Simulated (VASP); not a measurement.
# PbS (I4mm) in VASP: a series of runs

Runs on PbS. Level: PBE. Tasks: single point.

All numbers are computed with VASP 6.6.1; they aren't measurements. Logs are shortened: lines on timing, memory, paths and dates and some standing lists are left out, and cuts for length are marked.

## (1) The cell of the first run

The structure is tetragonal, space group I4mm (No. 107). The conventional cell has a = 4.308 Å, b = 4.308 Å, c = 6.198 Å, α = 90.00°, β = 90.00°, γ = 90.00°. Pb (site symmetry 4mm) has 6 S at 2.86 to 3.34 Å within 3.8 Å. Within 3.8 Å of S (site symmetry 4mm) lie 6 Pb at 2.86 to 3.34 Å.

## (2) Single point, PBE (28.76 Å³/atom)

Contents of INCAR:

```
SYSTEM = PbS
ALGO = Normal
EDIFF = 1E-6
ENCUT = 520
GGA = PE
ISIF = 2
ISMEAR = 0
LASPH = .TRUE.
LCHARG = .FALSE.
LREAL = .FALSE.
LWAVE = .FALSE.
NBANDS = 17
NELM = 60
PREC = Accurate
SIGMA = 0.02
```

Contents of KPOINTS:

```
k-points
0
G
  12 12 12
  0 0 0
```

Contents of POSCAR:

```
PbS
1.0
   -2.1540265152      2.1540265152      3.0990940634
    2.1540265152     -2.1540265152      3.0990940634
    2.1540265152      2.1540265152     -3.0990940634
Pb S
1 1
Direct
    0.2691991033      0.2691991033      0.0000000000
    0.7308008967      0.7308008967      0.0000000000
```

Potentials or basis: VASP PAW PBE potentials, release 64 (Pb_d, S).

Command:

```bash
$ cat potpaw_PBE.64/Pb_d/POTCAR potpaw_PBE.64/S/POTCAR > POTCAR
$ mpirun -np 1 vasp_std > vasp.out
```

OUTCAR:

```text
SYSTEM = PbS
   EDIFF = 1E-6
   ENCUT = 520
   GGA = PE
   ISIF = 2
   ISMEAR = 0
   LASPH = .TRUE.
   LREAL = .FALSE.
   NELM = 60
   PREC = Accurate

 ion  position               nearest neighbor table
   1  0.269  0.269  0.000-   2 2.86   2 3.06   2 3.06   2 3.06   2 3.06   2 3.34
   2  0.731  0.731  0.000-   1 2.86   1 3.06   1 3.06   1 3.06   1 3.06   1 3.34

  LATTYP: Found a body centered tetragonal cell.
 ALAT       =     4.3080530304
 C/A-ratio  =     1.4387446215

  Lattice vectors:

 A1 = (  -2.1540265152,   2.1540265152,   3.0990940634)
 A2 = (   2.1540265152,  -2.1540265152,   3.0990940634)
 A3 = (   2.1540265152,   2.1540265152,  -3.0990940634)

Analysis of symmetry for initial positions (statically):
=====================================================================
 Subroutine PRICEL returns:
 Original cell was already a primitive cell.

 Routine SETGRP: Setting up the symmetry group for a
 body centered tetragonal supercell.

 Subroutine GETGRP returns: Found  8 space group operations
 (whereof  8 operations were pure point group operations)
 out of a pool of 16 trial point group operations.

The static configuration has the point symmetry C_4v.

Analysis of symmetry for dynamics (positions and initial velocities):
=====================================================================
 Subroutine PRICEL returns:
 Original cell was already a primitive cell.

 Routine SETGRP: Setting up the symmetry group for a
 body centered tetragonal supercell.

 Subroutine GETGRP returns: Found  8 space group operations
 (whereof  8 operations were pure point group operations)
 out of a pool of 16 trial point group operations.

The dynamic configuration has the point symmetry C_4v.

 Subroutine INISYM returns: Found  8 space group operations
 (whereof  8 operations are pure point group operations),
 and found     1 'primitive' translations

----------------------------------------------------------------------------------------

                                     Primitive cell

  volume of cell :      57.5171

  direct lattice vectors                    reciprocal lattice vectors
    -2.154026515  2.154026515  3.099094063     0.000000000  0.232123419  0.161337471
     2.154026515 -2.154026515  3.099094063     0.232123419  0.000000000  0.161337471
     2.154026515  2.154026515 -3.099094063     0.232123419  0.232123419  0.000000000

  length of vectors
     4.345577576  4.345577576  4.345577576     0.282685446  0.282685446  0.328272088

  position of ions in fractional coordinates (direct lattice)
     0.269199103  0.269199103  0.000000000
     0.730800897  0.730800897  0.000000000

  ion indices of the primitive-cell ions
   primitive index   ion index
                 1           1
                 2           2

----------------------------------------------------------------------------------------

 KPOINTS: k-points

Automatic generation of k-mesh.
 Grid dimensions read from file:
 generate k-points for:   12   12   12

 Generating k-lattice:

  Cartesian coordinates                     Fractional coordinates (reciprocal lattice)
     0.000000000  0.019343618  0.013444789     0.083333333  0.000000000  0.000000000
     0.019343618  0.000000000  0.013444789     0.000000000  0.083333333  0.000000000
     0.019343618  0.019343618  0.000000000     0.000000000  0.000000000  0.083333333

  Length of vectors
     0.023557121  0.023557121  0.027356007

  Shift w.r.t. Gamma in fractional coordinates (k-lattice)
     0.000000000  0.000000000  0.000000000

 Subroutine IBZKPT returns following result:
 ===========================================

 Found    163 irreducible k-points:

 Following reciprocal coordinates:
            Coordinates               Weight
  0.000000  0.000000  0.000000      1.000000
  0.083333 -0.000000  0.000000      8.000000
  0.166667  0.000000 -0.000000      8.000000
  0.250000 -0.000000  0.000000      8.000000
  0.333333  0.000000 -0.000000      8.000000
  0.416667  0.000000 -0.000000      8.000000
[... 16 lines left out ...]
  0.500000  0.166667  0.000000     16.000000
 -0.416667  0.166667  0.000000     16.000000
 [... further k-points ...]
   k-points           NKPTS =    163   k-points in BZ     NKDIM =    163   number of bands    NBANDS=     17
   number of dos      NEDOS =    301   number of ions     NIONS =      2
   total plane-waves  NPLWV =  32768
   dimension x,y,z NGX =    32 NGY =   32 NGZ =   32
   dimension x,y,z NGXF=    64 NGYF=   64 NGZF=   64
   ions per type =               1   1
   NGX,Y,Z   is equivalent  to a cutoff of  12.24, 12.24, 12.24 a.u.
   NGXF,Y,Z  is equivalent  to a cutoff of  24.48, 24.48, 24.48 a.u.
 SYSTEM =  PbS
   PREC   = accura    normal or accurate (medium, high low for compatibility)
   ISTART =      0    job   : 0-new  1-cont  2-samecut
   ICHARG =      2    charge: 1-file 2-atom 10-const
   ISPIN  =      1    spin polarized calculation?
   LNONCOLLINEAR =      F non collinear calculations
   LSORBIT =      F    spin-orbit coupling
   LASPH  =      T    aspherical Exc in radial PAW
   ENCUT  =  520.0 eV  38.22 Ry    6.18 a.u.   8.08  8.08  8.08*2*pi/ulx,y,z
   NELM   =     60;   NELMIN=  2; NELMDL= -5     # of ELM steps
   EDIFF  = 0.1E-05   stopping-criterion for ELM
   LREAL  =      F    real-space projection
   EDIFFG = 0.1E-04   stopping-criterion for IOM
   NSW    =      0    number of steps for IOM
   IBRION =     -1    ionic relax: 0-MD 1-quasi-New 2-CG
   NFREE  =      0    steps in history (QN), initial steepest desc. (CG)
   ISIF   =      2    stress and relaxation
   ISYM   =      2    0-nonsym 1-usesym 2-fastsym
   POTIM  = 0.5000    time-step for ionic-motion
   TEBEG  =    0.0;   TEEND  =   0.0 temperature during run
   PSTRESS=    0.0 pullay stress
   NELECT =      20.0000    total number of electrons
   NUPDOWN=      -1.0000    fix difference up-down
   EMIN   =  10.00;   EMAX   =-10.00  energy-range for DOS
   EFERMI =   0.00;   METHOD = LEGACY
   ISMEAR =     0;   SIGMA  =   0.02  broadening in eV -4-tet -1-fermi 0-gaus
   EFERMI_NEDOS =   21; number of points for ismear=-14 and -15
   IALGO  =     38    algorithm
   IMIX   =      4    mixing-type and parameters
     AMIX     =   0.40;   BMIX     =  1.00
     AMIX_MAG =   1.60;   BMIX_MAG =  1.00
  volume/ion in A,a.u.               =      28.76       194.07
  Fermi-wavevector in a.u.,A,eV,Ry     =   1.151205  2.175461 18.031423  1.325272
  Thomas-Fermi vector in A             =   2.287864
   LORBIT       =      0    0 simple, 1 ext, 2 COOP (PROOUT), +10 PAW based schemes
   GGA     = PE    functional components
   LHFCALC =     F    Hartree Fock is set to
   AEXX    =    0.0000 exact exchange contribution
   IVDW    =     0    specifies the selected vdW correction
   LEPSILON=     F    determine dielectric tensor
   LRPA    =     F    only Hartree local field effects (RPA)
 non-spin polarized calculation
 Gauss-broadening in eV      SIGMA  =   0.02
  energy-cutoff  :      520.00
  volume of cell :       57.52
 maximum number of plane-waves:      1572
   NGX = 17   NGY = 17   NGZ = 17

 number of electron      20.0000002 magnetization

 Free energy of the ion-electron system (eV)
  ---------------------------------------------------
  ext. energy  EPLUGINS =         0.00000000
  ---------------------------------------------------
  free energy    TOTEN  =        -8.74445932 eV

  energy without entropy =       -8.74445932  energy(sigma->0) =       -8.74445932

 E-fermi :   4.5668     XC(G=0):  -9.2186

 val. band max:        4.3963452312   @ k =   0.5000  -0.0000   0.0000
 cond. band min:       5.3629247503   @ k =   0.5000  -0.0000   0.0000
 fundamental gap:      0.9665795191
 Fermi energy:         4.5668488526

 k-point     1 :       0.0000    0.0000    0.0000
  band No.  band energies     occupation
      1     -12.0677      2.00000
      2     -12.0595      2.00000
      3     -12.0595      2.00000
      4     -12.0502      2.00000
      5     -12.0466      2.00000
      6      -8.2263      2.00000
[... 9 lines left out ...]
     16      11.8909      0.00000
     17      13.1449      0.00000

 k-point     2 :       0.0833   -0.0000    0.0000
  band No.  band energies     occupation
      1     -12.0666      2.00000
      2     -12.0591      2.00000
      3     -12.0583      2.00000
      4     -12.0507      2.00000
      5     -12.0472      2.00000
      6      -8.1753      2.00000
[... 9 lines left out ...]
     16      11.9450      0.00000
     17      13.6480      0.00000

 k-point     3 :       0.1667    0.0000   -0.0000
  band No.  band energies     occupation
      1     -12.0651      2.00000
      2     -12.0594      2.00000
      3     -12.0572      2.00000
      4     -12.0495      2.00000
      5     -12.0464      2.00000
      6      -8.0279      2.00000
[... 9 lines left out ...]
     16      12.2106      0.00000
     17      14.7039      0.00000

 k-point     4 :       0.2500   -0.0000    0.0000
  band No.  band energies     occupation
      1     -12.0666      2.00000
      2     -12.0602      2.00000
      3     -12.0602      2.00000
      4     -12.0436      2.00000
      5     -12.0409      2.00000
      6      -7.8026      2.00000
[... 9 lines left out ...]
     16      12.7277      0.00000
     17      15.8859      0.00000

 k-point     5 :       0.3333    0.0000   -0.0000
  band No.  band energies     occupation
      1     -12.0709      2.00000
      2     -12.0646      2.00000
      3     -12.0597      2.00000
      4     -12.0363      2.00000
      5     -12.0339      2.00000
      6      -7.5388      2.00000
[... 9 lines left out ...]
     16      13.4529      0.00000
     17      16.3574      0.00000

 k-point     6 :       0.4167    0.0000   -0.0000
  band No.  band energies     occupation
      1     -12.0745      2.00000
      2     -12.0680      2.00000
      3     -12.0592      2.00000
      4     -12.0306      2.00000
      5     -12.0286      2.00000
      6      -7.3088      2.00000
[... 9 lines left out ...]
     16      14.3285      0.00000
     17      15.6006      0.00000

 k-point     7 :       0.5000   -0.0000    0.0000
  band No.  band energies     occupation
      1     -12.0758      2.00000
      2     -12.0692      2.00000
      3     -12.0590      2.00000
      4     -12.0285      2.00000
      5     -12.0267      2.00000
      6      -7.2133      2.00000
[... 9 lines left out ...]
     16      14.8881      0.00000
     17      15.0669      0.00000

 k-point     8 :       0.0833    0.0833    0.0000
  band No.  band energies     occupation
      1     -12.0661      2.00000
      2     -12.0577      2.00000
      3     -12.0575      2.00000
      4     -12.0527      2.00000
      5     -12.0457      2.00000
      6      -8.0925      2.00000
[... 9 lines left out ...]
     16      12.2817      0.00000
     17      13.9076      0.00000
[... 203 lines left out ...]
      1     -12.0660      2.00000
      2     -12.0618      2.00000
      3     -12.0570      2.00000
      4     -12.0509      2.00000
      5     -12.0371      2.00000
      6      -7.7284      2.00000
[... 9 lines left out ...]
     16      13.6492      0.00000
     17      14.4928      0.00000

 k-point    20 :       0.2500    0.1667    0.0000
  band No.  band energies     occupation
      1     -12.0730      2.00000
      2     -12.0605      2.00000
      3     -12.0579      2.00000
      4     -12.0443      2.00000
      5     -12.0343      2.00000
      6      -7.4890      2.00000
[... 9 lines left out ...]
     16      14.5878      0.00000
     17      15.1887      0.00000

 k-point    21 :       0.3333    0.1667   -0.0000
  band No.  band energies     occupation
      1     -12.0802      2.00000
      2     -12.0628      2.00000
      3     -12.0549      2.00000
      4     -12.0369      2.00000
      5     -12.0334      2.00000
      6      -7.2584      2.00000
[... 9 lines left out ...]
     16      14.4651      0.00000
     17      15.6103      0.00000

 k-point    22 :       0.4167    0.1667    0.0000
  band No.  band energies     occupation
      1     -12.0856      2.00000
      2     -12.0634      2.00000
      3     -12.0534      2.00000
      4     -12.0356      2.00000
      5     -12.0295      2.00000
      6      -7.1209      2.00000
[... 9 lines left out ...]
     16      14.2956      0.00000
     17      15.9239      0.00000

 k-point    23 :       0.5000    0.1667    0.0000
  band No.  band energies     occupation
      1     -12.0877      2.00000
      2     -12.0621      2.00000
      3     -12.0545      2.00000
      4     -12.0373      2.00000
      5     -12.0266      2.00000
      6      -7.1457      2.00000
[... 9 lines left out ...]
     16      15.1260      0.00000
     17      15.4385      0.00000

 k-point    24 :      -0.4167    0.1667    0.0000
  band No.  band energies     occupation
      1     -12.0858      2.00000
      2     -12.0611      2.00000
      3     -12.0557      2.00000
      4     -12.0399      2.00000
      5     -12.0278      2.00000
      6      -7.3184      2.00000
[... 9 lines left out ...]
     16      14.9770      0.00000
     17      15.7105      0.00000

 [... further k-points ...]

------------------------ aborting loop because EDIFF is reached ----------------------------------------

  FORCE on cell =-STRESS in cart. coord.  units (eV):
  Direction    XX          YY          ZZ          XY          YZ          ZX
  --------------------------------------------------------------------------------------
  -------------------------------------------------------------------------------------
  Total       -0.7766273     -0.7766273     -0.7631545      0.0000000      0.0000000      0.0000000
  in kB      -21.6334795    -21.6334795    -21.2581851      0.0000000      0.0000000      0.0000000
  external PRESSURE =     -21.5083814 kB  Pullay stress =       0.0000000 kB

 VOLUME and BASIS-vectors are now :
 -----------------------------------------------------------------------------
  energy-cutoff  :      520.00
  volume of cell :       57.52
      direct lattice vectors                 reciprocal lattice vectors
    -2.154026515  2.154026515  3.099094063     0.000000000  0.232123419  0.161337471
     2.154026515 -2.154026515  3.099094063     0.232123419  0.000000000  0.161337471
     2.154026515  2.154026515 -3.099094063     0.232123419  0.232123419  0.000000000

 POSITION                                       TOTAL-FORCE (eV/Angst)
 -----------------------------------------------------------------------------------
      0.00000      0.00000      1.66855        -0.000000     -0.000000     -0.000084
      0.00000      0.00000      4.52964         0.000000      0.000000      0.000084
 -----------------------------------------------------------------------------------
    total drift:                                0.000000      0.000000     -0.000062

  FREE ENERGIE OF THE ION-ELECTRON SYSTEM (eV)
  ---------------------------------------------------
  free  energy   TOTEN  =        -8.7444593211 eV

  energy  without entropy=       -8.7444593211  energy(sigma->0) =       -8.74445932
```

It took 3.2 min on 1 thread of Intel Xeon 8259CL, shared host; peak memory 0.29 GiB.

What came out:

```yaml
Free_energy: -8.7445 eV
Pressure: -2.2 GPa
Band_gap_on_the_k_mesh: 0.97 eV
```

Caveat: spin-orbit coupling is left out, which moves the levels of the heavy elements.

## (3) Single point, PBE (29.84 Å³/atom)

This run uses another cell than the first one, of 29.84 Å³/atom.

Contents of INCAR:

```
SYSTEM = PbS
ALGO = Normal
EDIFF = 1E-6
ENCUT = 520
GGA = PE
ISIF = 2
ISMEAR = 0
LASPH = .True.
LCHARG = .True.
LELF = .True.
LREAL = .False.
LVHAR = .True.
LWAVE = .False.
NBANDS = 17
NELM = 60
PREC = Accurate
SIGMA = 0.02
```

Contents of KPOINTS:

```
k-points
0
Gamma
  12 12 12
  0 0 0
```

Contents of POSCAR:

```
PbS
1.0
   -2.1631445232      2.1631445232      3.1889858727
    2.1631445232     -2.1631445232      3.1889858727
    2.1631445232      2.1631445232     -3.1889858727
Pb S
1 1
Direct
    0.2787970471      0.2787970471      0.0000000000
    0.7212029529      0.7212029529      0.0000000000
```

Potentials or basis: VASP PAW PBE potentials, release 64 (Pb_d, S).

Command:

```bash
$ cat potpaw_PBE.64/Pb_d/POTCAR potpaw_PBE.64/S/POTCAR > POTCAR
$ mpirun -np 1 vasp_std > vasp.out
```

OUTCAR:

```text
SYSTEM = PbS
   EDIFF = 1E-6
   ENCUT = 520
   GGA = PE
   ISIF = 2
   ISMEAR = 0
   LASPH = .True.
   LREAL = .False.
   NELM = 60
   PREC = Accurate

 ion  position               nearest neighbor table
   1  0.279  0.279  0.000-   2 2.82   2 3.08   2 3.08   2 3.08   2 3.08
   2  0.721  0.721  0.000-   1 2.82   1 3.08   1 3.08   1 3.08   1 3.08

  LATTYP: Found a body centered tetragonal cell.
 ALAT       =     4.3262890464
 C/A-ratio  =     1.4742361587

  Lattice vectors:

[... 669 lines left out ...]

  FORCE on cell =-STRESS in cart. coord.  units (eV):
  Direction    XX          YY          ZZ          XY          YZ          ZX
  --------------------------------------------------------------------------------------
  -------------------------------------------------------------------------------------
  Total       -1.0726645     -1.0726645     -1.0625416      0.0000000      0.0000000      0.0000000
  in kB      -28.7932589    -28.7932589    -28.5215337      0.0000000      0.0000000      0.0000000
  external PRESSURE =     -28.7026838 kB  Pullay stress =       0.0000000 kB

 VOLUME and BASIS-vectors are now :
 -----------------------------------------------------------------------------
  energy-cutoff  :      520.00
  volume of cell :       59.69
      direct lattice vectors                 reciprocal lattice vectors
    -2.163144523  2.163144523  3.188985873     0.000000000  0.231144981  0.156789657
     2.163144523 -2.163144523  3.188985873     0.231144981  0.000000000  0.156789657
     2.163144523  2.163144523 -3.188985873     0.231144981  0.231144981  0.000000000

 POSITION                                       TOTAL-FORCE (eV/Angst)
 -----------------------------------------------------------------------------------
      0.00000      0.00000      1.77816         0.000000      0.000000     -0.001482
      0.00000      0.00000      4.59981        -0.000000     -0.000000      0.001482
 -----------------------------------------------------------------------------------
    total drift:                                0.000000      0.000000     -0.000425

  FREE ENERGIE OF THE ION-ELECTRON SYSTEM (eV)
  ---------------------------------------------------
  free  energy   TOTEN  =        -8.7112232749 eV

  energy  without entropy=       -8.7112232749  energy(sigma->0) =       -8.71122327
```

Run time: 3.6 min. Hardware: 1 thread of Intel Xeon 8259CL, shared host; peak memory 0.32 GiB.

Results:

```
Free energy            : -8.7112 eV
Pressure               : -2.9 GPa
Band gap on the k mesh : 1.28 eV (least direct gap 1.31 eV)
```

Levels at points of the mesh, in eV from the valence-band top:
```csv
k point,band 8,band 9,band 10,band 11,band 12,band 13
"(0.00, 0.00, 0.00)",-1.30,-1.30,-1.29,4.76,4.82,4.82
"(0.50, 0.00, 0.00)",-1.36,-0.99,-0.03,1.28,2.68,2.88
"(0.50, 0.50, 0.00)",-3.86,-2.44,-2.20,3.70,5.35,5.52
"(0.50, 0.50, 0.50)",-3.37,-2.31,-2.31,4.81,5.31,5.66
```

Caveat: spin-orbit coupling is left out, which moves the levels of the heavy elements.
